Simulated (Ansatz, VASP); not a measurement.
# TiO2 in VASP and in Ansatz

```
Ti O
1.0
     4.50212    0.00000    0.00000
     0.00000    4.50212    0.00000
     0.00000    0.00000    2.95900
Ti O
2 4
Direct
  0.00000 0.00000 0.00000
  0.50000 0.50000 0.50000
  0.30600 0.30600 0.00000
  0.19400 0.80600 0.50000
  0.69400 0.69400 0.00000
  0.80600 0.19400 0.50000
```

Change from the starting cell: equal xx and yy strain of -2 %.

Alike in both runs: task single point; functional PBE; k mesh 7 × 7 × 10; occupations fermi-dirac, width 0.05 eV; no spin polarisation.

|  | VASP | Ansatz |
| --- | --- | --- |
| version | VASP 6.6.1 | Ansatz 0.2.0 |
| potentials or method | VASP PAW PBE potentials, release 64 (Ti_sv, O), cutoff 520 eV | all-electron LAPW, scalar-relativistic |

Ansatz gave:

```
gap on the k mesh at the Fermi level (eV)                     : 1.99
pressure (GPa)                                                : 15.4
traceless stress, the component that is largest in VASP (GPa) : -2.46
rms of the force components (eV/Å)                            : 0.193
```

Problem. Estimate VASP's values.

Solution. gap on the k mesh at the Fermi level (eV): 1.97; pressure (GPa): 16.2; traceless stress, the component that is largest in VASP (GPa): -2.23; rms of the force components (eV/Å): 0.204.

Atom by atom the forces differ by 0.011 eV/Å (rms over components). Ansatz ran all-electron here, and VASP with PAW potentials.
